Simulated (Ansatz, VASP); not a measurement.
# Pt in VASP and in Ansatz

```
Pt
1.0
     0.00000    1.95780    1.95780
     1.95780    0.00000    1.95780
     1.95780    1.95780    0.00000
Pt
1
Direct
  0.00000 0.00000 0.00000
```

Alike in both runs: task single point; functional PBEsol; k mesh 18 × 18 × 18; occupations gaussian, width 0.05 eV; no spin polarisation.

|  | VASP | Ansatz |
| --- | --- | --- |
| version | VASP 6.6.1 | Ansatz 0.2.0 |
| potentials or method | VASP PAW PBE potentials, release 64 (Pt), cutoff 520 eV | scalar-relativistic, plane waves, PAW |
| valence electrons in the cell | 10 | 18 |

```tsv
	VASP	Ansatz	Ansatz less VASP
pressure (GPa)	0.0	0.5	+0.42
```

VASP's potentials were made for PBE, not for PBEsol. VASP's potentials hold 10 valence electrons a cell and Ansatz's 18, so a difference there can come from the potentials and not from the codes.

Neither program's run includes spin-orbit coupling.
